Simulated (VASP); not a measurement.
# CaMg (P-3m1) in VASP: single point with LDA

Aim: the single point of CaMg with LDA.

Program: VASP 6.6.1. These are calculated values, not measurements. Logs are shortened: lines on timing, memory, paths and dates and some standing lists are left out, and cuts for length are marked.

## 1. The cell of the first run

It takes space group P-3m1 (No. 164, trigonal). The conventional cell has a = 3.637 Å, b = 3.637 Å, c = 11.336 Å, α = 90.00°, β = 90.00°, γ = 120.00°. Within 4.6 Å of Ca (site symmetry 3m) lie 3 Mg at 3.48 Å and 9 Ca at 3.64 to 3.86 Å. Mg (site symmetry 3m) has 9 Mg at 3.30 to 3.64 Å and 3 Ca at 3.48 Å within 4.3 Å.

## 2. Single point, LDA

Input file INCAR:

```
SYSTEM = CaMg
PREC     = Accurate       ! precision mode
ENCUT    = 520            ! plane-wave cutoff, eV
EDIFF    = 1E-6           ! SCF threshold, eV
ISMEAR   = -1             ! smearing method
SIGMA    = 0.15           ! smearing width, eV
LREAL    = .False.        ! projectors in reciprocal space
LASPH    = .True.         ! aspherical terms in the spheres
NELM     = 60             ! most SCF steps
ALGO     = Normal         ! electronic algorithm
ISIF     = 2              ! what is computed and relaxed
LWAVE    = .False.        ! write WAVECAR
LCHARG   = .False.        ! write CHGCAR
NBANDS   = 20             ! bands
```

Input file KPOINTS:

```
Automatic mesh
0
Gamma
  7 7 2
  0 0 0
```

Input file POSCAR:

```
CaMg
1.0
    3.6366940000      0.0000000000      0.0000000000
   -1.8183470000      3.1494690000      0.0000000000
    0.0000000000      0.0000000000     11.3355990000
Ca Mg
2 2
Direct
    0.6666666667      0.3333333333      0.6430200000
    0.3333333333      0.6666666667      0.3569800000
    0.3333333333      0.6666666667      0.8874580000
    0.6666666667      0.3333333333      0.1125420000
```

Potentials or basis: VASP PAW LDA potentials, release 64 (Ca_sv, Mg).

The run is started by

```
$ cat potpaw_LDA.64/Ca_sv/POTCAR potpaw_LDA.64/Mg/POTCAR > POTCAR
$ mpirun -np 1 vasp_std > vasp.out
```

OUTCAR:

```text
SYSTEM = CaMg
   PREC = Accurate
   ENCUT = 520
   EDIFF = 1E-6
   ISMEAR = -1
   LREAL = .False.
   LASPH = .True.
   NELM = 60
   ISIF = 2

 ion  position               nearest neighbor table
   1  0.667  0.333  0.643-
   2  0.333  0.667  0.357-
   3  0.333  0.667  0.887-   4 3.30   4 3.30   4 3.30
   4  0.667  0.333  0.113-   3 3.30   3 3.30   3 3.30

  LATTYP: Found a hexagonal cell.
 ALAT       =     3.6366940000
 C/A-ratio  =     3.1170065450

  Lattice vectors:

 A1 = (   3.6366940000,   0.0000000000,   0.0000000000)
 A2 = (  -1.8183470000,   3.1494690000,   0.0000000000)
 A3 = (   0.0000000000,   0.0000000000,  11.3355990000)

Analysis of symmetry for initial positions (statically):
=====================================================================
 Subroutine PRICEL returns:
 Original cell was already a primitive cell.

 Routine SETGRP: Setting up the symmetry group for a
 hexagonal supercell.

 Subroutine GETGRP returns: Found 12 space group operations
 (whereof 12 operations were pure point group operations)
 out of a pool of 24 trial point group operations.

The static configuration has the point symmetry D_3d.

Analysis of symmetry for dynamics (positions and initial velocities):
=====================================================================
 Subroutine PRICEL returns:
 Original cell was already a primitive cell.

 Routine SETGRP: Setting up the symmetry group for a
 hexagonal supercell.

 Subroutine GETGRP returns: Found 12 space group operations
 (whereof 12 operations were pure point group operations)
 out of a pool of 24 trial point group operations.

The dynamic configuration has the point symmetry D_3d.

 Subroutine INISYM returns: Found 12 space group operations
 (whereof 12 operations are pure point group operations),
 and found     1 'primitive' translations

----------------------------------------------------------------------------------------

                                     Primitive cell

  volume of cell :     129.8340

  direct lattice vectors                    reciprocal lattice vectors
     3.636694000  0.000000000  0.000000000     0.274975019  0.158756921  0.000000000
    -1.818347000  3.149469000  0.000000000     0.000000000  0.317513841  0.000000000
     0.000000000  0.000000000 11.335599000     0.000000000  0.000000000  0.088217658

  length of vectors
     3.636694000  3.636693662 11.335599000     0.317513812  0.317513841  0.088217658

  position of ions in fractional coordinates (direct lattice)
     0.666666667  0.333333333  0.643020000
     0.333333333  0.666666667  0.356980000
     0.333333333  0.666666667  0.887458000
     0.666666667  0.333333333  0.112542000

  ion indices of the primitive-cell ions
   primitive index   ion index
                 1           1
                 2           2
                 3           3
                 4           4

----------------------------------------------------------------------------------------

 KPOINTS: Automatic mesh

Automatic generation of k-mesh.
 Grid dimensions read from file:
 generate k-points for:    7    7    2

 Generating k-lattice:

  Cartesian coordinates                     Fractional coordinates (reciprocal lattice)
     0.039282146  0.022679560  0.000000000     0.142857143  0.000000000  0.000000000
     0.000000000  0.045359120  0.000000000     0.000000000  0.142857143  0.000000000
     0.000000000  0.000000000  0.044108829     0.000000000  0.000000000  0.500000000

  Length of vectors
     0.045359116  0.045359120  0.044108829

  Shift w.r.t. Gamma in fractional coordinates (k-lattice)
     0.000000000  0.000000000  0.000000000

 Subroutine IBZKPT returns following result:
 ===========================================

 Found     16 irreducible k-points:

 Following reciprocal coordinates:
            Coordinates               Weight
  0.000000  0.000000  0.000000      1.000000
  0.142857 -0.000000  0.000000      6.000000
  0.285714  0.000000  0.000000      6.000000
  0.428571  0.000000  0.000000      6.000000
  0.142857  0.142857  0.000000      6.000000
  0.285714  0.142857  0.000000     12.000000
[... 8 lines left out ...]
  0.428571  0.142857  0.500000      6.000000
  0.285714  0.285714  0.500000      6.000000
   k-points           NKPTS =     16   k-points in BZ     NKDIM =     16   number of bands    NBANDS=     20
   number of dos      NEDOS =    301   number of ions     NIONS =      4
   total plane-waves  NPLWV =  65856
   dimension x,y,z NGX =    28 NGY =   28 NGZ =   84
   dimension x,y,z NGXF=    56 NGYF=   56 NGZF=  168
   ions per type =               2   2
   NGX,Y,Z   is equivalent  to a cutoff of  12.80, 12.80, 12.32 a.u.
   NGXF,Y,Z  is equivalent  to a cutoff of  25.60, 25.60, 24.64 a.u.
 SYSTEM =  CaMg
   PREC   = accura    normal or accurate (medium, high low for compatibility)
   ISTART =      0    job   : 0-new  1-cont  2-samecut
   ICHARG =      2    charge: 1-file 2-atom 10-const
   ISPIN  =      1    spin polarized calculation?
   LNONCOLLINEAR =      F non collinear calculations
   LSORBIT =      F    spin-orbit coupling
   LASPH  =      T    aspherical Exc in radial PAW
   ENCUT  =  520.0 eV  38.22 Ry    6.18 a.u.   6.76  6.76 21.08*2*pi/ulx,y,z
   NELM   =     60;   NELMIN=  2; NELMDL= -5     # of ELM steps
   EDIFF  = 0.1E-05   stopping-criterion for ELM
   LREAL  =      F    real-space projection
   EDIFFG = 0.1E-04   stopping-criterion for IOM
   NSW    =      0    number of steps for IOM
   IBRION =     -1    ionic relax: 0-MD 1-quasi-New 2-CG
   NFREE  =      0    steps in history (QN), initial steepest desc. (CG)
   ISIF   =      2    stress and relaxation
   ISYM   =      2    0-nonsym 1-usesym 2-fastsym
   POTIM  = 0.5000    time-step for ionic-motion
   TEBEG  =    0.0;   TEEND  =   0.0 temperature during run
   PSTRESS=    0.0 pullay stress
   NELECT =      24.0000    total number of electrons
   NUPDOWN=      -1.0000    fix difference up-down
   EMIN   =  10.00;   EMAX   =-10.00  energy-range for DOS
   EFERMI =   0.00;   METHOD = LEGACY
   ISMEAR =    -1;   SIGMA  =   0.15  broadening in eV -4-tet -1-fermi 0-gaus
   EFERMI_NEDOS =   21; number of points for ismear=-14 and -15
   IALGO  =     38    algorithm
   IMIX   =      4    mixing-type and parameters
     AMIX     =   0.40;   BMIX     =  1.00
     AMIX_MAG =   1.60;   BMIX_MAG =  1.00
  volume/ion in A,a.u.               =      32.46       219.04
  Fermi-wavevector in a.u.,A,eV,Ry     =   0.932572  1.762306 11.832859  0.869691
  Thomas-Fermi vector in A             =   2.059184
   LORBIT       =      0    0 simple, 1 ext, 2 COOP (PROOUT), +10 PAW based schemes
   GGA     = CA    functional components
   LHFCALC =     F    Hartree Fock is set to
   AEXX    =    0.0000 exact exchange contribution
   IVDW    =     0    specifies the selected vdW correction
   LEPSILON=     F    determine dielectric tensor
   LRPA    =     F    only Hartree local field effects (RPA)
 non-spin polarized calculation
  energy-cutoff  :      520.00
  volume of cell :      129.83
 maximum number of plane-waves:      3522
 NGX is ok and might be reduce to    28
   NGX = 13   NGY = 13   NGZ = 43

 number of electron      24.0000003 magnetization

 Free energy of the ion-electron system (eV)
  ---------------------------------------------------
  ext. energy  EPLUGINS =         0.00000000
  ---------------------------------------------------
  free energy    TOTEN  =        -7.85528413 eV

  energy without entropy =       -7.56913345  energy(sigma->0) =       -7.71220879

 E-fermi :   1.9165     XC(G=0):  -8.2473

 val. band max:        1.9110289956   @ k =   0.1429   0.1429   0.0000
 cond. band min:       1.9283315496   @ k =   0.4286   0.0000   0.0000
 fundamental gap:      0.0173025540
 Fermi energy:         1.9164718056

 k-point     1 :       0.0000    0.0000    0.0000
  band No.  band energies     occupation
      1     -39.2115      2.00000
      2     -39.2027      2.00000
      3     -20.5492      2.00000
      4     -20.4584      2.00000
      5     -20.4112      2.00000
      6     -20.4112      2.00000
[... 12 lines left out ...]
     19       5.5876      0.00000
     20       5.6605      0.00000

 k-point     2 :       0.1429   -0.0000    0.0000
  band No.  band energies     occupation
      1     -39.2063      2.00000
      2     -39.1983      2.00000
      3     -20.5396      2.00000
      4     -20.4663      2.00000
      5     -20.4470      2.00000
      6     -20.4442      2.00000
[... 12 lines left out ...]
     19       4.9638      0.00000
     20       5.4768      0.00000

 k-point     3 :       0.2857    0.0000    0.0000
  band No.  band energies     occupation
      1     -39.1944      2.00000
      2     -39.1884      2.00000
      3     -20.5592      2.00000
      4     -20.5521      2.00000
      5     -20.5051      2.00000
      6     -20.4486      2.00000
[... 12 lines left out ...]
     19       5.0514      0.00000
     20       5.4565      0.00000

 k-point     4 :       0.4286    0.0000    0.0000
  band No.  band energies     occupation
      1     -39.1844      2.00000
      2     -39.1809      2.00000
      3     -20.6370      2.00000
      4     -20.6255      2.00000
      5     -20.4840      2.00000
      6     -20.4665      2.00000
[... 12 lines left out ...]
     19       4.8321      0.00000
     20       5.5934      0.00000

 k-point     5 :       0.1429    0.1429    0.0000
  band No.  band energies     occupation
      1     -39.1977      2.00000
      2     -39.1911      2.00000
      3     -20.5333      2.00000
      4     -20.5223      2.00000
      5     -20.5027      2.00000
      6     -20.4494      2.00000
[... 12 lines left out ...]
     19       5.1700      0.00000
     20       5.4065      0.00000
[... 169 lines left out ...]
      6     -20.4494      2.00000
[... 12 lines left out ...]
     19       5.1367      0.00000
     20       5.3148      0.00000

 k-point    14 :       0.2857    0.1429    0.5000
  band No.  band energies     occupation
      1     -39.1867      2.00000
      2     -39.1825      2.00000
      3     -20.5995      2.00000
      4     -20.5917      2.00000
      5     -20.4934      2.00000
      6     -20.4786      2.00000
[... 12 lines left out ...]
     19       4.6766      0.00000
     20       4.8361      0.00000

 k-point    15 :       0.4286    0.1429    0.5000
  band No.  band energies     occupation
      1     -39.1814      2.00000
      2     -39.1791      2.00000
      3     -20.6336      2.00000
      4     -20.6220      2.00000
      5     -20.4984      2.00000
      6     -20.4864      2.00000
[... 12 lines left out ...]
     19       4.6366      0.00000
     20       4.6492      0.00000

 k-point    16 :       0.2857    0.2857    0.5000
  band No.  band energies     occupation
      1     -39.1799      2.00000
      2     -39.1783      2.00000
      3     -20.6006      2.00000
      4     -20.5932      2.00000
      5     -20.5411      2.00000
      6     -20.5287      2.00000
[... 12 lines left out ...]
     19       4.3498      0.00000
     20       4.3978      0.00000

------------------------ aborting loop because EDIFF is reached ----------------------------------------

  FORCE on cell =-STRESS in cart. coord.  units (eV):
  Direction    XX          YY          ZZ          XY          YZ          ZX
  --------------------------------------------------------------------------------------
  -------------------------------------------------------------------------------------
  Total       -1.2363735     -1.2363732     -1.6163025     -0.0000000      0.0000000      0.0000000
  in kB      -15.2570895    -15.2570857    -19.9454879     -0.0000000      0.0000000      0.0000000
  external PRESSURE =     -16.8198877 kB  Pullay stress =       0.0000000 kB

 VOLUME and BASIS-vectors are now :
 -----------------------------------------------------------------------------
  energy-cutoff  :      520.00
  volume of cell :      129.83
      direct lattice vectors                 reciprocal lattice vectors
     3.636694000  0.000000000  0.000000000     0.274975019  0.158756921  0.000000000
    -1.818347000  3.149469000  0.000000000     0.000000000  0.317513841  0.000000000
     0.000000000  0.000000000 11.335599000     0.000000000  0.000000000  0.088217658

 POSITION                                       TOTAL-FORCE (eV/Angst)
 -----------------------------------------------------------------------------------
      1.81835      1.04982      7.28902         0.000000     -0.000000      0.039042
     -0.00000      2.09965      4.04658        -0.000000      0.000000     -0.039042
     -0.00000      2.09965     10.05987         0.000000      0.000000      0.039009
      1.81835      1.04982      1.27573        -0.000000     -0.000000     -0.039009
 -----------------------------------------------------------------------------------
    total drift:                               -0.000000      0.000000     -0.000000

  FREE ENERGIE OF THE ION-ELECTRON SYSTEM (eV)
  ---------------------------------------------------
  free  energy   TOTEN  =        -7.8552841317 eV

  energy  without entropy=       -7.5691334452  energy(sigma->0) =       -7.71220879
```

Run time: 29 s. Hardware: 1 thread of Intel Xeon Platinum 8259CL at 2.50GHz (Skylake/Cascade Lake), shared host; peak memory 0.21 GiB.

Results:

```
Free energy            : -7.8553 eV
Pressure               : -1.7 GPa
Largest force          : 0.039 eV/Å
Band gap on the k mesh : zero (bands 12 and 13 overlap by 0.57 eV)
```

Forces on the atoms (eV/Å):
```
Ca   0.000  0.000  0.039
Ca   0.000  0.000 -0.039
Mg   0.000  0.000  0.039
Mg   0.000  0.000 -0.039
```

Stress tensor (GPa, compression positive):
```
-1.53  0.00  0.00
 0.00 -1.53  0.00
 0.00  0.00 -1.99
```

Levels at points of the mesh, in eV from the Fermi level:
```tsv
k point	band 9	band 10	band 11	band 12	band 13	band 14	band 15	band 16
(0.00, 0.00, 0.00)	-5.42	-3.86	-3.47	-0.87	-0.31	1.65	2.56	2.56
(0.00, 0.00, 0.50)	-5.36	-4.31	-2.29	-2.26	0.68	1.23	2.56	2.56
```
